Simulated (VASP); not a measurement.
# Be (P6_3/mmc) in VASP: single point with r2SCAN

Aim: the single point of Be with r2SCAN.

All numbers are computed with VASP 6.6.1; they aren't measurements. Logs are shortened: lines on timing, memory, paths and dates and some standing lists are left out, and cuts for length are marked.

## (1) The cell of the first run

It takes space group P6_3/mmc (No. 194, hexagonal). The conventional cell has a = 2.300 Å, b = 2.300 Å, c = 3.601 Å, α = 90.00°, β = 90.00°, γ = 120.00°. Be (site symmetry -6m2) has 12 Be at 2.24 to 2.30 Å within 3.0 Å.

## (2) Single point, r2SCAN

POSCAR reads:

```
Be
1.0
    2.2995019849      0.0000000000      0.0000000000
   -1.1497509925      1.9914271350      0.0000000000
    0.0000000000      0.0000000000      3.6009000000
Be
2
Direct
    0.3333333333      0.6666666667      0.2500000000
    0.6666666667      0.3333333333      0.7500000000
```

INCAR.step1 reads:

```
  PREC = Accurate
  ENCUT = 660
  ISMEAR = 0
  SIGMA = 0.1
  LREAL = False
  LASPH = True
  NELM = 120
  NBANDS = 9
  GGA = PE
  ALGO = Normal
  EDIFF = 1E-5
  LWAVE = True
  LCHARG = False
  GGA_COMPAT = False
```

INCAR.step2 reads:

```
  PREC = Accurate
  ENCUT = 660
  EDIFF = 1E-6
  ISMEAR = 0
  SIGMA = 0.1
  LREAL = False
  LASPH = True
  NELM = 120
  ALGO = Normal
  ISIF = 2
  LWAVE = False
  LCHARG = False
  METAGGA = R2SCAN
  LMIXTAU = True
  NBANDS = 9
  ISTART = 1
  GGA_COMPAT = False
```

KPOINTS reads:

```
Automatic mesh
0
Gamma
  9 9 6
```

Potentials or basis: VASP PAW PBE potentials, release 64 (Be).

Launch:

```bash
cat potpaw_PBE.64/Be/POTCAR > POTCAR
cp INCAR.step1 INCAR
mpirun -np 1 vasp_std > vasp.out
cp INCAR.step2 INCAR
mpirun -np 1 vasp_std > vasp.out
```

OUTCAR:

```text
PREC = Accurate
   ENCUT = 660
   EDIFF = 1E-6
   ISMEAR = 0
   LREAL = False
   LASPH = True
   NELM = 120
   ISIF = 2
   METAGGA = R2SCAN
   ISTART = 1

 ion  position               nearest neighbor table
   1  0.333  0.667  0.250-   2 2.24   2 2.24   2 2.24   2 2.24   2 2.24   2 2.24
   2  0.667  0.333  0.750-   1 2.24   1 2.24   1 2.24   1 2.24   1 2.24   1 2.24

  LATTYP: Found a hexagonal cell.
 ALAT       =     2.2995019849
 C/A-ratio  =     1.5659477677

  Lattice vectors:

 A1 = (   2.2995019849,   0.0000000000,   0.0000000000)
 A2 = (  -1.1497509925,   1.9914271350,   0.0000000000)
 A3 = (   0.0000000000,   0.0000000000,   3.6009000000)

Analysis of symmetry for initial positions (statically):
=====================================================================
 Subroutine PRICEL returns:
 Original cell was already a primitive cell.

 Routine SETGRP: Setting up the symmetry group for a
 hexagonal supercell.

 Subroutine GETGRP returns: Found 24 space group operations
 (whereof 12 operations were pure point group operations)
 out of a pool of 24 trial point group operations.

The static configuration has the point symmetry D_3d.
 The point group associated with its full space group is D_6h.

Analysis of symmetry for dynamics (positions and initial velocities):
=====================================================================
 Subroutine PRICEL returns:
 Original cell was already a primitive cell.

 Routine SETGRP: Setting up the symmetry group for a
 hexagonal supercell.

 Subroutine GETGRP returns: Found 24 space group operations
 (whereof 12 operations were pure point group operations)
 out of a pool of 24 trial point group operations.

The dynamic configuration has the point symmetry D_3d.
 The point group associated with its full space group is D_6h.

 Subroutine INISYM returns: Found 24 space group operations
 (whereof 12 operations are pure point group operations),
 and found     1 'primitive' translations

----------------------------------------------------------------------------------------

                                     Primitive cell

  volume of cell :      16.4896

  direct lattice vectors                    reciprocal lattice vectors
     2.299501985  0.000000000  0.000000000     0.434876772  0.251076221  0.000000000
    -1.149750993  1.991427135  0.000000000     0.000000000  0.502152443  0.000000000
     0.000000000  0.000000000  3.600900000     0.000000000  0.000000000  0.277708351

  length of vectors
     2.299501985  2.299501985  3.600900000     0.502152443  0.502152443  0.277708351

  position of ions in fractional coordinates (direct lattice)
     0.333333333  0.666666667  0.250000000
     0.666666667  0.333333333  0.750000000

  ion indices of the primitive-cell ions
   primitive index   ion index
                 1           1
                 2           2

----------------------------------------------------------------------------------------

 KPOINTS: Automatic mesh

Automatic generation of k-mesh.
 Grid dimensions read from file:
 generate k-points for:    9    9    6

 Generating k-lattice:

  Cartesian coordinates                     Fractional coordinates (reciprocal lattice)
     0.048319641  0.027897358  0.000000000     0.111111111  0.000000000  0.000000000
     0.000000000  0.055794716  0.000000000     0.000000000  0.111111111  0.000000000
     0.000000000  0.000000000  0.046284725     0.000000000  0.000000000  0.166666667

  Length of vectors
     0.055794716  0.055794716  0.046284725

  Shift w.r.t. Gamma in fractional coordinates (k-lattice)
     0.000000000  0.000000000  0.000000000

 Subroutine IBZKPT returns following result:
 ===========================================

 Found     48 irreducible k-points:

 Following reciprocal coordinates:
            Coordinates               Weight
  0.000000  0.000000  0.000000      1.000000
  0.111111  0.000000  0.000000      6.000000
  0.222222  0.000000  0.000000      6.000000
  0.333333  0.000000  0.000000      6.000000
  0.444444  0.000000  0.000000      6.000000
  0.111111  0.111111  0.000000      6.000000
[... 16 lines left out ...]
  0.333333  0.222222  0.166667     24.000000
  0.333333  0.333333  0.166667      4.000000
 [... further k-points ...]
   k-points           NKPTS =     48   k-points in BZ     NKDIM =     48   number of bands    NBANDS=      9
   number of dos      NEDOS =    301   number of ions     NIONS =      2
   total plane-waves  NPLWV =  12000
   dimension x,y,z NGX =    20 NGY =   20 NGZ =   30
   dimension x,y,z NGXF=    40 NGYF=   40 NGZF=   60
   ions per type =               2
   NGX,Y,Z   is equivalent  to a cutoff of  14.46, 14.46, 13.85 a.u.
   NGXF,Y,Z  is equivalent  to a cutoff of  28.92, 28.92, 27.70 a.u.
 SYSTEM =  unknown system
   PREC   = accura    normal or accurate (medium, high low for compatibility)
   ISTART =      1    job   : 0-new  1-cont  2-samecut
   ICHARG =      0    charge: 1-file 2-atom 10-const
   ISPIN  =      1    spin polarized calculation?
   LNONCOLLINEAR =      F non collinear calculations
   LSORBIT =      F    spin-orbit coupling
   LASPH  =      T    aspherical Exc in radial PAW
   ENCUT  =  660.0 eV  48.51 Ry    6.96 a.u.   4.82  4.82  7.54*2*pi/ulx,y,z
   NELM   =    120;   NELMIN=  2; NELMDL=  0     # of ELM steps
   EDIFF  = 0.1E-05   stopping-criterion for ELM
   LREAL  =      F    real-space projection
   EDIFFG = 0.1E-04   stopping-criterion for IOM
   NSW    =      0    number of steps for IOM
   IBRION =     -1    ionic relax: 0-MD 1-quasi-New 2-CG
   NFREE  =      0    steps in history (QN), initial steepest desc. (CG)
   ISIF   =      2    stress and relaxation
   ISYM   =      2    0-nonsym 1-usesym 2-fastsym
   POTIM  = 0.5000    time-step for ionic-motion
   TEBEG  =    0.0;   TEEND  =   0.0 temperature during run
   PSTRESS=    0.0 pullay stress
   NELECT =       4.0000    total number of electrons
   NUPDOWN=      -1.0000    fix difference up-down
   EMIN   =  10.00;   EMAX   =-10.00  energy-range for DOS
   EFERMI =   0.00;   METHOD = LEGACY
   ISMEAR =     0;   SIGMA  =   0.10  broadening in eV -4-tet -1-fermi 0-gaus
   EFERMI_NEDOS =   21; number of points for ismear=-14 and -15
   IALGO  =     38    algorithm
   IMIX   =      4    mixing-type and parameters
     AMIX     =   0.40;   BMIX     =  1.00
     AMIX_MAG =   1.60;   BMIX_MAG =  1.00
  volume/ion in A,a.u.               =       8.24        55.64
  Fermi-wavevector in a.u.,A,eV,Ry     =   1.020998  1.929407 14.183227  1.042438
  Thomas-Fermi vector in A             =   2.154599
   LORBIT       =      0    0 simple, 1 ext, 2 COOP (PROOUT), +10 PAW based schemes
   METAGGA = R2SCAN    functional components
   LHFCALC =     F    Hartree Fock is set to
   AEXX    =    0.0000 exact exchange contribution
   IVDW    =     0    specifies the selected vdW correction
   LEPSILON=     F    determine dielectric tensor
   LRPA    =     F    only Hartree local field effects (RPA)
 non-spin polarized calculation
 Gauss-broadening in eV      SIGMA  =   0.10
  energy-cutoff  :      660.00
  volume of cell :       16.49
 maximum number of plane-waves:       657
 NGX is ok and might be reduce to    20
   NGX =  9   NGY =  9   NGZ = 15

 number of electron       4.0000000 magnetization

 Free energy of the ion-electron system (eV)
  ---------------------------------------------------
  ext. energy  EPLUGINS =         0.00000000
  ---------------------------------------------------
  free energy    TOTEN  =        -8.68935178 eV

  energy without entropy =       -8.68867254  energy(sigma->0) =       -8.68901216

 E-fermi :   6.4826     XC(G=0): -11.1166

 val. band max:        6.2934677446   @ k =   0.3333   0.1111   0.0000
 cond. band min:       6.5116212480   @ k =   0.3333   0.0000   0.0000
 fundamental gap:      0.2181535034
 Fermi energy:         6.4826116582

 k-point     1 :       0.0000    0.0000    0.0000
  band No.  band energies     occupation
      1      -5.2084      2.00000
      2       2.2467      2.00000
      3       7.8099      0.00000
      4      23.4691      0.00000
      5      23.4691      0.00000
      6      26.4501      0.00000
      7      26.4501      0.00000
      8      28.8684      0.00000
      9      34.4773      0.00000

 k-point     2 :       0.1111    0.0000    0.0000
  band No.  band energies     occupation
      1      -4.8318      2.00000
      2       2.7259      2.00000
      3       7.9414      0.00000
      4      20.7078      0.00000
      5      21.6914      0.00000
      6      26.3988      0.00000
      7      27.1565      0.00000
      8      28.0142      0.00000
      9      30.8200      0.00000

 k-point     3 :       0.2222    0.0000    0.0000
  band No.  band energies     occupation
      1      -3.7019      2.00000
      2       4.1574      2.00000
      3       8.1699      0.00000
      4      16.0381      0.00000
      5      19.3264      0.00000
      6      24.5486      0.00000
      7      24.9248      0.00000
      8      26.5529      0.00000
      9      27.2457      0.00000

 k-point     4 :       0.3333    0.0000    0.0000
  band No.  band energies     occupation
      1      -1.8295      2.00000
      2       6.5116      0.68162
      3       7.3083      0.00000
      4      13.1528      0.00000
      5      17.6015      0.00000
      6      19.4143      0.00000
      7      20.8703      0.00000
      8      25.4194      0.00000
      9      26.8529      0.00000

 k-point     5 :       0.4444    0.0000    0.0000
  band No.  band energies     occupation
      1       0.6541      2.00000
      2       4.4210      2.00000
      3       9.5950      0.00000
      4      13.4884      0.00000
      5      14.6870      0.00000
      6      16.7137      0.00000
      7      17.6853      0.00000
      8      24.7258      0.00000
      9      26.8344      0.00000

 k-point     6 :       0.1111    0.1111    0.0000
  band No.  band energies     occupation
      1      -4.0779      2.00000
      2       3.6815      2.00000
      3       8.1594      0.00000
      4      17.8202      0.00000
      5      18.7810      0.00000
      6      26.0401      0.00000
      7      26.1180      0.00000
      8      26.2790      0.00000
      9      30.1670      0.00000
[... 169 lines left out ...]
 k-point    21 :       0.4444    0.1111    0.1667
  band No.  band energies     occupation
      1       2.0930      2.00000
      2       3.7458      2.00000
      3       9.9462      0.00000
      4      11.0000      0.00000
      5      13.9747      0.00000
      6      16.8290      0.00000
      7      20.2463      0.00000
      8      22.3375      0.00000
      9      27.8206      0.00000

 k-point    22 :       0.2222    0.2222    0.1667
  band No.  band energies     occupation
      1      -0.4282      2.00000
      2       5.4807      2.00000
      3      10.4723      0.00000
      4      10.5764      0.00000
      5      14.4834      0.00000
      6      18.3392      0.00000
      7      20.6843      0.00000
      8      23.8043      0.00000
      9      26.4137      0.00000

 k-point    23 :       0.3333    0.2222    0.1667
  band No.  band energies     occupation
      1       2.1260      2.00000
      2       5.5111      2.00000
      3       8.3859      0.00000
      4      11.1036      0.00000
      5      13.0347      0.00000
      6      16.0461      0.00000
      7      20.5818      0.00000
      8      22.0390      0.00000
      9      24.5591      0.00000

 k-point    24 :       0.3333    0.3333    0.1667
  band No.  band energies     occupation
      1       4.4724      2.00000
      2       5.6717      2.00000
      3       5.6717      2.00000
      4      12.0625      0.00000
      5      13.5755      0.00000
      6      13.5755      0.00000
      7      21.6968      0.00000
      8      21.8340      0.00000
      9      21.8340      0.00000

 [... further k-points ...]
[... 5 lines left out ...]
  --------------------------------------------------------------------------------------
  -------------------------------------------------------------------------------------
  Total       -0.4235047     -0.4235047     -0.6089470      0.0000000     -0.0000000      0.0000000
  in kB      -41.1490206    -41.1490206    -59.1671721      0.0000000     -0.0000000      0.0000000
  external PRESSURE =     -47.1550711 kB  Pullay stress =       0.0000000 kB

 VOLUME and BASIS-vectors are now :
 -----------------------------------------------------------------------------
  energy-cutoff  :      660.00
  volume of cell :       16.49
      direct lattice vectors                 reciprocal lattice vectors
     2.299501985  0.000000000  0.000000000     0.434876772  0.251076221  0.000000000
    -1.149750993  1.991427135  0.000000000     0.000000000  0.502152443  0.000000000
     0.000000000  0.000000000  3.600900000     0.000000000  0.000000000  0.277708351

 POSITION                                       TOTAL-FORCE (eV/Angst)
 -----------------------------------------------------------------------------------
     -0.00000      1.32762      0.90023        -0.000000      0.000000      0.000000
      1.14975      0.66381      2.70068         0.000000     -0.000000      0.000000
 -----------------------------------------------------------------------------------
    total drift:                                0.000000     -0.000000      0.000000

  FREE ENERGIE OF THE ION-ELECTRON SYSTEM (eV)
  ---------------------------------------------------
  free  energy   TOTEN  =        -8.6893517755 eV

  energy  without entropy=       -8.6886725353  energy(sigma->0) =       -8.68901216
```

Run time: 23 s. Hardware: 1 thread of Intel Xeon Platinum 8488C (Sapphire Rapids), shared host; peak memory 0.13 GiB.

What came out:

| Property | Result |
| --- | --- |
| Free energy | -8.6894 eV |
| Pressure | -4.7 GPa |
| Band gap on the k mesh | zero (bands 2 and 3 overlap by 2.26 eV) |

Caveat: the cell stands under tension; the PAW data sets were made with another functional, which shifts forces and pressure a little.

The gap in the log of VASP goes by the Fermi energy; the results here count the filled bands.